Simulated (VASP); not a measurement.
SiO2: single point with PBE+D3(BJ)

The system is SiO2, a slab with vacuum.

```xyz
24
Lattice="5.9131 0.0000 0.0000 0.0000 5.3324 0.0000 0.0000 0.0000 15.7677" Properties=species:S:1:pos:R:3 pbc="T T T"
Si    0.0000    0.0000    1.0000
Si    2.9566    1.3331    1.0000
Si    3.0904   -0.1082    4.3528
Si    6.0277    1.3827    4.3675
Si    0.0000    2.6662    1.0000
Si    2.9566    3.9993    1.0000
Si    3.0224    2.7802    4.4822
Si    6.0503    4.0179    4.0574
O     0.0912   -0.0181    2.7451
O     1.1454    1.3331    1.0000
O     3.0090    0.0383    1.9997
O     4.7677    1.3331    1.0000
O     3.0871   -0.6440    6.0235
O     4.0868    1.3393    4.2006
O     0.1244   -0.0318    5.2225
O     2.0062    1.3696    4.1337
O     0.0492    2.6190    2.7675
O     1.1454    3.9993    1.0000
O     3.0287    2.6598    1.8796
O     4.7677    3.9993    1.0000
O     3.1088    3.3794    6.0965
O     4.1442    3.9328    3.8585
O     0.0769    2.7525    5.2446
O     1.8802    4.0088    3.9652
```

```json
{"Program": "VASP 6.6.1", "Task": "single point", "Functional": "PBE", "Dispersion": "D3(BJ)", "Potentials or basis": "VASP PAW PBE potentials, release 64 (Si, O)", "Cutoff": "520 eV", "k mesh": "2 × 2 × 1", "Occupations": "fermi-dirac, width 0.02 eV", "Spin": "no spin polarisation"}
```

```yaml
Largest_force: 7.131 eV/Å
Dispersion_energy_per_atom: -0.154 eV
```

Forces on the atoms (eV/Å):
```
Si   0.124  0.093  7.035
Si  -0.013 -1.857 -1.253
Si  -0.343  2.860 -0.752
Si  -0.341 -0.801 -1.860
Si   0.084 -0.235  7.126
Si   0.094  2.501 -0.605
Si   0.311 -3.132 -1.029
Si  -1.213  0.131 -0.107
O   -0.335 -0.180  0.788
O   -1.118  0.101 -3.480
O   -0.402 -1.155  0.749
O    1.801 -0.096 -3.457
O    0.050  5.647 -0.088
O    2.506 -0.096  0.999
O   -0.347 -0.077 -0.993
O   -2.497 -0.075  1.197
O    0.276  0.646  0.767
O   -1.069 -0.271 -3.323
O   -0.682  0.327  1.694
O    1.742  0.001 -3.321
O   -0.124 -5.348  0.247
O    0.220  0.846  0.541
O    0.203  0.474 -0.670
O    1.074 -0.306 -0.205
```

Levels at points of the mesh, in eV from the Fermi level:
```csv
k point,band 62,band 63,band 64,band 65,band 66,band 67
"(0.00, 0.00, 0.00)",-0.93,-0.90,-0.04,0.17,0.72,1.12
"(0.50, 0.00, 0.00)",-1.48,-0.49,-0.13,0.47,0.95,1.74
"(0.00, 0.50, 0.00)",-0.88,-0.37,-0.17,0.00,0.81,0.82
"(0.50, 0.50, 0.00)",-1.36,-0.06,-0.01,0.17,0.65,0.67
```

Wall time 7.2 min on 1 thread of Intel(R) Xeon(R) Platinum 8259CL CPU @ 2.50GHz (Skylake/Cascade Lake) (shared host), peak memory 0.53 GiB.

Caveat: the k points lie up to 0.59 Å⁻¹ apart.
